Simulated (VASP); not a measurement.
Runs of VASP 6.6.1 on Ge4Pd. The structure is that of space group Im-3m (No. 229), or close to it. The cells are those of the table. 

| task | spin | cell | k mesh | cutoff (eV) | gap on the mesh (eV) | pressure (GPa) | relaxed volume (Å³/atom) |
| --- | --- | --- | --- | --- | --- | --- | --- |
| single point | off | a = 5.165 Å, angles 109.5°, 5 atoms | 4 × 4 × 4 | 520 | none | 0.1 | - |
| relaxation of cell and atoms | off | relaxed from a = 5.165 Å, angles 109.5°, 5 atoms | 10 × 10 × 10 | 600 | none | 0.0 | (a) |
| single point | off | a = 5.157 Å, angles 109.5°, 5 atoms | 10 × 10 × 10 | 520 | none | 0.0 | - |
| single point | off | a = 5.048 Å, angles 109.5°, 5 atoms | 4 × 4 × 4 | 520 | none | 5.1 | - |
| single point | collinear, ferromagnetic start | a = 5.165 Å, angles 109.5°, 5 atoms | 4 × 4 × 4 | 520 | none | 0.1 | - |
| relaxation of cell and atoms | off | relaxed from a = 5.048 Å, angles 109.5°, 5 atoms | 4 × 4 × 4 | 600 | none | 0.0 | 21.28 |

Alike in all rows: level PBE; potentials or basis VASP PAW PBE potentials, release 64 (Ge_d, Pd); smearing gaussian 0.1 eV.

Q: Fill in the values left out.

A: (a) 21.14.

Caveats: some runs use coarse meshes.

A k mesh can miss the band edges, and the runs leave out spin-orbit coupling on Ge, Pd.

A gap of «none» marks levels without a gap at the run's occupations.
